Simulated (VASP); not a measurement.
# H18CO9 in VASP: a series of runs, part 2 of 2

VASP 6.6.1.

## (4) Single point, PBE+D3(BJ)

Contents of INCAR:

```
  ALGO = Normal
  EDIFF = 1E-7
  ENCUT = 520
  GGA = PE
  ISIF = 2
  ISMEAR = -1
  IVDW = 12
  LASPH = T
  LCHARG = T
  LELF = T
  LREAL = Auto
  LVHAR = T
  LWAVE = F
  NBANDS = 58
  NELM = 80
  PREC = Accurate
  SIGMA = 0.05
```

Contents of KPOINTS:

```
k-points
0
Gamma
  1 1 1
```

Contents of POSCAR:

```
H18CO9
1.0
    6.2213620000      0.0000000000      0.0000000000
    0.0000000000      6.2213620000      0.0000000000
    0.0000000000      0.0000000000      6.2213620000
O H C
9 18 1
Direct
    0.4266750593      0.8253337452      0.4616673969
    0.9291695291      1.0060176534      0.2124293684
    0.5242099720      0.9695626135      0.8427415090
    0.7817741517      0.5102258959      0.8337241909
    0.1509476542      0.4783036255      0.5384030056
    0.0313918399      0.5579807123      0.1707664656
    0.6428978092      0.2993717453      0.3591175051
    0.2965106355      0.1882545976      0.1098312556
    0.1528443450     -0.1701074459      0.8209777859
    0.5757742436      0.8096297885      0.3948813781
    0.3632162861      0.9250707482      0.3286900843
    1.0858715503      1.0585302704      0.1775495462
    0.8941771914      0.8646338213      0.1831592503
    0.4154556510      0.9112795558      0.7450297861
    0.5701484659      0.8404269033      0.9480239214
    0.8754031673      0.5586879529      0.9540033195
    0.7537095575      0.3650004613      0.8660322290
    0.2331483042      0.5646512773      0.6280457559
    0.0157521777      0.4372675951      0.5975861877
    0.1176430499      0.5330826272      0.3142077249
    0.0783751211      0.4219976269      0.0795645712
    0.6302960670      0.3385271585      0.5275211441
    0.7843298622      0.2209644769      0.3231286011
    0.3786791381      0.2795207866      0.2130240934
    0.3828743610      0.1180127438      0.0038094552
    0.0718652925      0.1436502168      0.6532653139
   -0.1445503412     -0.0926003020      0.7453994800
    0.0328223948     -0.0552451376      0.7440492934
```

Potentials or basis: VASP PAW PBE potentials, release 64 (O, H, C).

Command:

```
$ cat potpaw_PBE.64/O/POTCAR potpaw_PBE.64/H/POTCAR potpaw_PBE.64/C/POTCAR > POTCAR
$ mpirun -np 1 vasp_gam > vasp.out
```

OUTCAR:

```text
EDIFF = 1E-7
   ENCUT = 520
   GGA = PE
   ISIF = 2
   ISMEAR = -1
   IVDW = 12
   LASPH = T
   LREAL = Auto
   NELM = 80
   PREC = Accurate
 IVDW          = 12

 ion  position               nearest neighbor table
   1  0.427  0.825  0.462-  10 1.02  11 1.11
   2  0.929  0.006  0.212-  13 0.92  12 1.05
   3  0.524  0.970  0.843-  14 0.98  15 1.08
   4  0.782  0.510  0.834-  17 0.94  16 1.00
   5  0.151  0.478  0.538-  18 0.93  19 0.95
   6  0.031  0.558  0.171-  20 1.05  21 1.06
   7  0.643  0.299  0.359-  23 1.03  22 1.08
   8  0.297  0.188  0.110-  25 0.96  24 1.00
   9  0.153  0.830  0.821-  28 1.14
  10  0.576  0.810  0.395-   1 1.02
  11  0.363  0.925  0.329-   1 1.11
  12  0.086  0.059  0.178-   2 1.05
  13  0.894  0.865  0.183-   2 0.92
  14  0.415  0.911  0.745-   3 0.98
[... 11 lines left out ...]
  26  0.072  0.144  0.653-  28 1.38
  27  0.855  0.907  0.745-  28 1.13
  28  0.033  0.945  0.744-  27 1.13   9 1.14  26 1.38

  LATTYP: Found a simple cubic cell.
 ALAT       =     6.2213620000

  Lattice vectors:

 A1 = (   6.2213620000,   0.0000000000,   0.0000000000)
 A2 = (   0.0000000000,   6.2213620000,   0.0000000000)
 A3 = (   0.0000000000,   0.0000000000,   6.2213620000)

Analysis of symmetry for initial positions (statically):
=====================================================================
 Subroutine PRICEL returns:
 Original cell was already a primitive cell.

 Routine SETGRP: Setting up the symmetry group for a
 simple cubic supercell.

 Subroutine GETGRP returns: Found  1 space group operations
 (whereof  1 operations were pure point group operations)
 out of a pool of 48 trial point group operations.

The static configuration has the point symmetry C_1 .

Analysis of symmetry for dynamics (positions and initial velocities):
=====================================================================
 Subroutine PRICEL returns:
 Original cell was already a primitive cell.

 Routine SETGRP: Setting up the symmetry group for a
 simple cubic supercell.

 Subroutine GETGRP returns: Found  1 space group operations
 (whereof  1 operations were pure point group operations)
 out of a pool of 48 trial point group operations.

The dynamic configuration has the point symmetry C_1 .

 Subroutine INISYM returns: Found  1 space group operations
 (whereof  1 operations are pure point group operations),
 and found     1 'primitive' translations

----------------------------------------------------------------------------------------

                                     Primitive cell

  volume of cell :     240.8000

  direct lattice vectors                    reciprocal lattice vectors
     6.221362000  0.000000000  0.000000000     0.160736508  0.000000000  0.000000000
     0.000000000  6.221362000  0.000000000     0.000000000  0.160736508  0.000000000
     0.000000000  0.000000000  6.221362000     0.000000000  0.000000000  0.160736508

  length of vectors
     6.221362000  6.221362000  6.221362000     0.160736508  0.160736508  0.160736508

  position of ions in fractional coordinates (direct lattice)
     0.426675059  0.825333745  0.461667397
     0.929169529  0.006017653  0.212429368
     0.524209972  0.969562614  0.842741509
     0.781774152  0.510225896  0.833724191
     0.150947654  0.478303625  0.538403006
     0.031391840  0.557980712  0.170766466
[... 20 lines left out ...]
     0.855449659  0.907399698  0.745399480
     0.032822395  0.944754862  0.744049293

  ion indices of the primitive-cell ions
   primitive index   ion index
                 1           1
                 2           2
                 3           3
                 4           4
                 5           5
                 6           6
[... 20 lines left out ...]
                27          27
                28          28

----------------------------------------------------------------------------------------

 KPOINTS: k-points

Automatic generation of k-mesh.
 Grid dimensions read from file:
 generate k-points for:    1    1    1

 Generating k-lattice:

  Cartesian coordinates                     Fractional coordinates (reciprocal lattice)
     0.160736508  0.000000000  0.000000000     1.000000000  0.000000000  0.000000000
     0.000000000  0.160736508  0.000000000     0.000000000  1.000000000  0.000000000
     0.000000000  0.000000000  0.160736508     0.000000000  0.000000000  1.000000000

  Length of vectors
     0.160736508  0.160736508  0.160736508

  Shift w.r.t. Gamma in fractional coordinates (k-lattice)
     0.000000000  0.000000000  0.000000000

 Subroutine IBZKPT returns following result:
 ===========================================

 Found      1 irreducible k-points:

 Following reciprocal coordinates:
            Coordinates               Weight
  0.000000  0.000000  0.000000      1.000000
   k-points           NKPTS =      1   k-points in BZ     NKDIM =      1   number of bands    NBANDS=     58
   number of dos      NEDOS =    301   number of ions     NIONS =     28
   total plane-waves  NPLWV = 110592
   dimension x,y,z NGX =    48 NGY =   48 NGZ =   48
   dimension x,y,z NGXF=    96 NGYF=   96 NGZF=   96
   ions per type =               9  18   1
   NGX,Y,Z   is equivalent  to a cutoff of  12.83, 12.83, 12.83 a.u.
   NGXF,Y,Z  is equivalent  to a cutoff of  25.65, 25.65, 25.65 a.u.
 SYSTEM =  unknown system
   PREC   = accura    normal or accurate (medium, high low for compatibility)
   ISTART =      0    job   : 0-new  1-cont  2-samecut
   ICHARG =      2    charge: 1-file 2-atom 10-const
   ISPIN  =      1    spin polarized calculation?
   LNONCOLLINEAR =      F non collinear calculations
   LSORBIT =      F    spin-orbit coupling
   LASPH  =      T    aspherical Exc in radial PAW
   ENCUT  =  520.0 eV  38.22 Ry    6.18 a.u.  11.57 11.57 11.57*2*pi/ulx,y,z
   NELM   =     80;   NELMIN=  2; NELMDL= -5     # of ELM steps
   EDIFF  = 0.1E-06   stopping-criterion for ELM
   LREAL  =      T    real-space projection
   EDIFFG = 0.1E-05   stopping-criterion for IOM
   NSW    =      0    number of steps for IOM
   IBRION =     -1    ionic relax: 0-MD 1-quasi-New 2-CG
   NFREE  =      0    steps in history (QN), initial steepest desc. (CG)
   ISIF   =      2    stress and relaxation
   ISYM   =      2    0-nonsym 1-usesym 2-fastsym
   POTIM  = 0.5000    time-step for ionic-motion
   TEBEG  =    0.0;   TEEND  =   0.0 temperature during run
   PSTRESS=    0.0 pullay stress
   NELECT =      76.0000    total number of electrons
   NUPDOWN=      -1.0000    fix difference up-down
   EMIN   =  10.00;   EMAX   =-10.00  energy-range for DOS
   EFERMI =   0.00;   METHOD = LEGACY
   ISMEAR =    -1;   SIGMA  =   0.05  broadening in eV -4-tet -1-fermi 0-gaus
   EFERMI_NEDOS =   21; number of points for ismear=-14 and -15
   IALGO  =     38    algorithm
   IMIX   =      4    mixing-type and parameters
     AMIX     =   0.40;   BMIX     =  1.00
     AMIX_MAG =   1.60;   BMIX_MAG =  1.00
  volume/ion in A,a.u.               =       8.60        58.04
  Fermi-wavevector in a.u.,A,eV,Ry     =   1.114621  2.106328 16.903606  1.242380
  Thomas-Fermi vector in A             =   2.251218
   LORBIT       =      0    0 simple, 1 ext, 2 COOP (PROOUT), +10 PAW based schemes
   GGA     = PE    functional components
   LHFCALC =     F    Hartree Fock is set to
   AEXX    =    0.0000 exact exchange contribution
   IVDW    =    12    specifies the selected vdW correction
   LEPSILON=     F    determine dielectric tensor
   LRPA    =     F    only Hartree local field effects (RPA)
 non-spin polarized calculation
  energy-cutoff  :      520.00
  volume of cell :      240.80
 maximum number of plane-waves:      3226
 NGX is ok and might be reduce to    48
   NGX = 23   NGY = 23   NGZ = 23

 number of electron      76.0000001 magnetization

 Free energy of the ion-electron system (eV)
  ---------------------------------------------------
  ext. energy  EPLUGINS =         0.00000000
  ---------------------------------------------------
  free energy    TOTEN  =      -135.41573953 eV

  energy without entropy =     -135.41573953  energy(sigma->0) =     -135.41573953

 E-fermi :  -0.8868     XC(G=0):  -7.6538

 val. band max:       -2.1367106053   @ k =   0.0000   0.0000   0.0000
 cond. band min:       1.7166445096   @ k =   0.0000   0.0000   0.0000
 fundamental gap:      3.8533551150
 Fermi energy:        -0.8868141523

 k-point     1 :       0.0000    0.0000    0.0000
  band No.  band energies     occupation
      1     -24.2859      2.00000
      2     -22.2468      2.00000
      3     -21.7341      2.00000
      4     -21.5632      2.00000
      5     -20.9668      2.00000
      6     -20.8300      2.00000
[... 42 lines left out ...]
     49       7.3778      0.00000
     50       7.8013      0.00000
 [bands above 50 left out]

------------------------ aborting loop because EDIFF is reached ----------------------------------------

 Edisp (eV)   -1.23034

 E8    (eV) :    -0.2610

  FORCE on cell =-STRESS in cart. coord.  units (eV):
  Direction    XX          YY          ZZ          XY          YZ          ZX
  --------------------------------------------------------------------------------------
  -------------------------------------------------------------------------------------
  Total       5.61341    -0.53771    -3.26815     0.02259     2.68844     2.61946
  in kB      37.34914    -3.57766   -21.74484     0.15028    17.88770    17.42872
  external pressure =        4.01 kB  Pullay stress =        0.00 kB

 VOLUME and BASIS-vectors are now :
 -----------------------------------------------------------------------------
  energy-cutoff  :      520.00
  volume of cell :      240.80
      direct lattice vectors                 reciprocal lattice vectors
     6.221362000  0.000000000  0.000000000     0.160736508  0.000000000  0.000000000
     0.000000000  6.221362000  0.000000000     0.000000000  0.160736508  0.000000000
     0.000000000  0.000000000  6.221362000     0.000000000  0.000000000  0.160736508

 POSITION                                       TOTAL-FORCE (eV/Angst)
 -----------------------------------------------------------------------------------
      2.65450      5.13470      2.87220         0.369559      1.792602     -4.574772
      5.78070      0.03744      1.32160         1.190051      3.844447      0.711252
      3.26130      6.03200      5.24300         2.224039     -1.654445      2.854605
      4.86370      3.17430      5.18690         0.263316      1.449311     -0.744099
      0.93910      2.97570      3.34960         0.226349     -1.912084     -2.069698
      0.19530      3.47140      1.06240         1.443154     -2.413563     -1.352640
[... 20 lines left out ...]
      5.32206      5.64526      4.63740         0.181639      0.355110     -0.337595
      0.20420      5.87766      4.62900        -5.765860      6.587401     -3.638714
 -----------------------------------------------------------------------------------
    total drift:                               -0.012332      0.012817     -0.026146

  FREE ENERGIE OF THE ION-ELECTRON SYSTEM (eV)
  ---------------------------------------------------
  free  energy   TOTEN  =      -136.6460821978 eV

  energy  without entropy=     -136.6460821978  energy(sigma->0) =     -136.64608220
```

It took 26 s on 1 thread of AMD EPYC 7R13 (Zen 3), shared host; peak memory 0.31 GiB.

What came out:

```
Free energy                : -136.6461 eV
Pressure                   : 0.4 GPa
Largest force              : 9.480 eV/Å
Dispersion energy per atom : -0.044 eV
```

Forces in eV/Å, atoms in the order of the input:
```
O    0.370  1.793 -4.575
O    1.190  3.844  0.711
O    2.224 -1.654  2.855
O    0.263  1.449 -0.744
O    0.226 -1.912 -2.070
O    1.443 -2.414 -1.353
O    0.392  0.631  3.005
O   -2.015  1.343  2.142
O    4.746 -4.197  2.234
H   -1.392 -0.056  1.296
H    0.870 -1.852  2.941
H   -1.403 -0.901  0.077
H    0.336 -2.707 -0.581
H    0.282 -0.375 -0.116
H   -1.123  2.409 -2.501
H   -0.232  0.003  0.043
H   -0.539 -1.688  0.622
H    1.032  1.512  1.628
H   -0.944  0.317  0.967
H   -1.093  0.424 -0.849
H   -0.313  2.242  1.768
H    0.653 -0.975 -3.631
H   -1.506  0.332  0.634
H    0.460 -0.760 -0.524
H    1.672 -0.817 -1.326
H   -0.014 -2.935  1.323
H    0.182  0.355 -0.338
C   -5.766  6.587 -3.639
```

Levels at points of the mesh, in eV from the Fermi level:
```
           k point  band 36  band 37  band 38  band 39  band 40  band 41
(0.00, 0.00, 0.00)    -1.94    -1.40    -1.25     2.60     2.81     5.12
```

Caveat: the k points lie up to 1.01 Å⁻¹ apart.

## (5) Overview

| cell | pressure (GPa) | largest force (eV/Å) |
| --- | --- | --- |
| as given, atomic positions A | 4.0 | 4.87 |
| as given, atomic positions B | -1.2 | 3.37 |
| as given, atomic positions C | 0.4 | 9.48 |

Alike in all rows: task single point; level PBE+D3(BJ); potentials or basis VASP PAW PBE potentials, release 64 (O, H, C); no spin polarisation; k mesh 1 × 1 × 1; cutoff (eV) 520; smearing fermi-dirac 0.05 eV.

Caveats: all runs use coarse meshes.

Absolute energies hang on the potentials; compare differences alone.
